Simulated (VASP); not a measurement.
# W (Fmmm) in VASP: notebook, part 2 of 2

VASP 6.6.1.

**3. Single point, PBEsol (strain +0.0375 x Voigt [0, 0, 0, 0, 1, 0])**

Input file INCAR:

```
ALGO     = Fast           # electronic algorithm
EDIFF    = 1E-6           # SCF threshold, eV
ENCUT    = 520            # plane-wave cutoff, eV
GGA      = PS             # functional
ISIF     = 2              # what is computed and relaxed
ISMEAR   = 0              # smearing method
LASPH    = T              # aspherical terms in the spheres
LCHARG   = F              # write CHGCAR
LREAL    = F              # projectors in reciprocal space
LWAVE    = F              # write WAVECAR
NBANDS   = 13             # bands
NELM     = 60             # most SCF steps
PREC     = Accurate       # precision mode
SIGMA    = 0.15           # smearing width, eV
```

Input file KPOINTS:

```
k-points
0
Gamma
  20 20 20
```

Input file POSCAR:

```
W
1.0
   -1.5673506250      1.5973000000      1.5673506250
    1.6272493750     -1.5973000000      1.6272493750
    1.5673506250      1.5973000000     -1.5673506250
W
1
Direct
    0.0000000000      0.0000000000      0.0000000000
```

Potentials or basis: VASP PAW PBE potentials, release 64 (W_sv).

Started as:

```bash
$ cat potpaw_PBE.64/W_sv/POTCAR > POTCAR
$ mpirun -np 1 vasp_std > vasp.out
```

Run time: 78 s. Hardware: 1 thread of Intel Xeon 6975P-C (Granite Rapids), shared host; peak memory 0.32 GiB.

The run converged. Its results:

```
Free energy            : -13.7812 eV
Pressure               : -10.6 GPa
Band gap on the k mesh : zero (band 7 reaches 15.45 eV, above the bottom of band 8 at 9.85 eV)
```

Stress tensor (GPa, compression positive):
```
-10.70   0.00  -5.18
  0.00 -10.54   0.00
 -5.18   0.00 -10.70
```

Levels at points of the mesh, in eV from the Fermi level:
| k point | band 5 | band 6 | band 7 | band 8 | band 9 | band 10 |
| --- | --- | --- | --- | --- | --- | --- |
| (0.00, 0.00, 0.00) | -9.53 | -1.54 | -1.27 | -0.90 | 2.14 | 2.19 |
| (0.50, 0.00, 0.00) | -6.14 | -3.48 | 0.57 | 2.03 | 2.96 | 5.85 |
| (0.00, 0.50, 0.00) | -6.19 | -3.58 | 0.27 | 2.27 | 3.25 | 5.65 |
| (0.50, 0.00, 0.50) | -6.11 | -3.39 | 0.88 | 1.79 | 2.65 | 6.15 |
| (0.50, 0.50, 0.50) | -5.68 | -5.66 | 4.54 | 4.92 | 5.36 | 7.81 |

Caveat: the cell differs from its parent crystal (strain +0.0375 x Voigt [0, 0, 0, 0, 1, 0]); the PAW data sets were made with another functional, which shifts forces and pressure a little; spin-orbit coupling is left out, which moves the levels of the heavy elements.

**4. Single point, PBEsol (strain +0.0225 x Voigt [0, 0, 0, 0, 1, 0])**

Input file INCAR:

```
SYSTEM = W
  ALGO = Fast
  EDIFF = 1E-7
  ENCUT = 520
  GGA = PS
  ISIF = 2
  ISMEAR = 0
  LASPH = .TRUE.
  LCHARG = .TRUE.
  LELF = .TRUE.
  LREAL = .FALSE.
  LVHAR = .TRUE.
  LWAVE = .FALSE.
  NBANDS = 13
  NELM = 60
  PREC = Accurate
  SIGMA = 0.15
```

Input file KPOINTS:

```
k-points
0
G
  20 20 20
  0 0 0
```

Input file POSCAR:

```
W
1.0
   -1.5793303750      1.5973000000      1.5793303750
    1.6152696250     -1.5973000000      1.6152696250
    1.5793303750      1.5973000000     -1.5793303750
W
1
Direct
    0.0000000000      0.0000000000      0.0000000000
```

Potentials or basis: VASP PAW PBE potentials, release 64 (W_sv).

Started as:

```bash
$ cat potpaw_PBE.64/W_sv/POTCAR > POTCAR
$ mpirun -np 1 vasp_std > vasp.out
```

OUTCAR:

```text
SYSTEM = W
   EDIFF = 1E-7
   ENCUT = 520
   GGA = PS
   ISIF = 2
   ISMEAR = 0
   LASPH = .TRUE.
   LREAL = .FALSE.
   NELM = 60
   PREC = Accurate

 ion  position               nearest neighbor table
   1  0.000  0.000  0.000-

  LATTYP: Found a face centered orthorhombic cell.
 ALAT       =     3.1946000000
 B/A-ratio  =     1.3983036598
 C/A-ratio  =     1.4301234649

  Lattice vectors:

 A1 = (  -0.0359392500,   0.0000000000,  -3.1946000000)
 A2 = (  -1.6152696250,   1.5973000000,  -1.6152696250)
 A3 = (   1.5793303750,   1.5973000000,  -1.5793303750)
[... 556 lines left out ...]
      6       7.7112      2.00000
      7       9.7925      2.00000
      8      12.8982      0.00000
      9      13.6736      0.00000
     10      15.2543      0.00000
     11      23.1795      0.00000
     12      23.7181      0.00000
     13      29.5853      0.00000

 [... further k-points ...]
[... 5 lines left out ...]
  --------------------------------------------------------------------------------------
  -------------------------------------------------------------------------------------
  Total       -1.1034633     -1.0964602     -1.1034633      0.0000000      0.0000000     -0.3194390
  in kB     -108.4685865   -107.7801942   -108.4685865      0.0000000      0.0000000    -31.4003134
  external PRESSURE =    -108.2391224 kB  Pullay stress =       0.0000000 kB

 VOLUME and BASIS-vectors are now :
 -----------------------------------------------------------------------------
  energy-cutoff  :      520.00
  volume of cell :       16.30
      direct lattice vectors                 reciprocal lattice vectors
    -1.579330375  1.597300000  1.579330375    -0.003522013  0.313028235  0.313067858
     1.615269625 -1.597300000  1.615269625     0.309545844  0.000000000  0.309545844
     1.579330375  1.597300000 -1.579330375     0.313067858  0.313028235 -0.003522013

 POSITION                                       TOTAL-FORCE (eV/Angst)
 -----------------------------------------------------------------------------------
      0.00000      0.00000      0.00000        -0.000000      0.000000      0.000000
 -----------------------------------------------------------------------------------
    total drift:                                0.000000      0.000000     -0.000000

  FREE ENERGIE OF THE ION-ELECTRON SYSTEM (eV)
  ---------------------------------------------------
  free  energy   TOTEN  =       -13.7872753426 eV

  energy  without entropy=      -13.7834828534  energy(sigma->0) =      -13.78537910
```

OSZICAR:

```text
N       E                     dE             d eps       ncg     rms          rms(c)
DAV:   1     0.832998849160E+02    0.83300E+02   -0.74489E+03 30443   0.122E+03
DAV:   2    -0.128808941522E+02   -0.96181E+02   -0.92361E+02 34166   0.315E+02
DAV:   3    -0.145015734293E+02   -0.16207E+01   -0.16153E+01 33166   0.396E+01
DAV:   4    -0.145081484269E+02   -0.65750E-02   -0.65748E-02 33546   0.280E+00
DAV:   5    -0.145082043895E+02   -0.55963E-04   -0.55963E-04 33806   0.243E-01    0.206E+01
RMM:   6    -0.139371808558E+02    0.57102E+00   -0.45678E-01 33059   0.615E+00    0.834E+00
RMM:   7    -0.137913984504E+02    0.14578E+00   -0.31988E-01 33253   0.511E+00    0.939E-01
RMM:   8    -0.137875248564E+02    0.38736E-02   -0.11987E-02 37719   0.121E+00    0.261E-01
RMM:   9    -0.137872845859E+02    0.24027E-03   -0.18524E-03 36593   0.510E-01    0.253E-02
RMM:  10    -0.137872833918E+02    0.11942E-05   -0.27083E-04 38348   0.198E-01    0.109E-02
RMM:  11    -0.137872743081E+02    0.90837E-05   -0.45010E-05 38203   0.791E-02    0.336E-03
RMM:  12    -0.137872753100E+02   -0.10019E-05   -0.85429E-06 39568   0.368E-02    0.180E-03
RMM:  13    -0.137872753314E+02   -0.21382E-07   -0.10977E-06 35095   0.132E-02    0.132E-03
RMM:  14    -0.137872753426E+02   -0.11245E-07   -0.35037E-07 29190   0.661E-03
   1 F= -.13787275E+02 E0= -.13785379E+02  d E =-.379249E-02
```

Run time: 92 s. Hardware: 1 thread of Intel Xeon 6975P-C (Granite Rapids), shared host; peak memory 0.33 GiB.

What came out:

```yaml
Free_energy: -13.7873 eV
Pressure: -10.8 GPa
Band_gap_on_the_k_mesh: zero (band 7 reaches 15.61 eV, above the bottom of band 8 at 9.80 eV)
```

Stress tensor (GPa, compression positive):
```
-10.85   0.00  -3.14
  0.00 -10.78   0.00
 -3.14   0.00 -10.85
```

Caveat: the cell differs from its parent crystal (strain +0.0225 x Voigt [0, 0, 0, 0, 1, 0]); the PAW data sets were made with another functional, which shifts forces and pressure a little; spin-orbit coupling is left out, which moves the levels of the heavy elements.

**5. Overview**

| cell | further INCAR settings | gap on the mesh (eV) | pressure (GPa) |
| --- | --- | --- | --- |
| a = 2.718, b = 2.815 Å, angles 109.5, 108.0, 109.5°, 1 atom | ALGO = Fast; EDIFF = 1e-06; NBANDS = 13 | none | -10.3 |
| a = 2.732, b = 2.801 Å, angles 109.5, 108.4, 109.5°, 1 atom | ALGO = Fast; EDIFF = 1e-06; NBANDS = 13 | none | -10.6 |
| a = 2.746, b = 2.787 Å, angles 109.5, 108.9, 109.5°, 1 atom | ALGO = Fast; EDIFF = 1e-07; NBANDS = 13 | none | -10.8 |

Alike in all rows: task single point; level PBEsol; potentials or basis VASP PAW PBE potentials, release 64 (W_sv); no spin polarisation; k mesh 20 × 20 × 20; cutoff (eV) 520; smearing gaussian 0.15 eV.

Caveats: the PAW data sets were made with another functional, which shifts forces and pressure a little; spin-orbit coupling is left out, which moves the levels of the heavy elements.

Absolute energies hang on the potentials; compare differences alone.
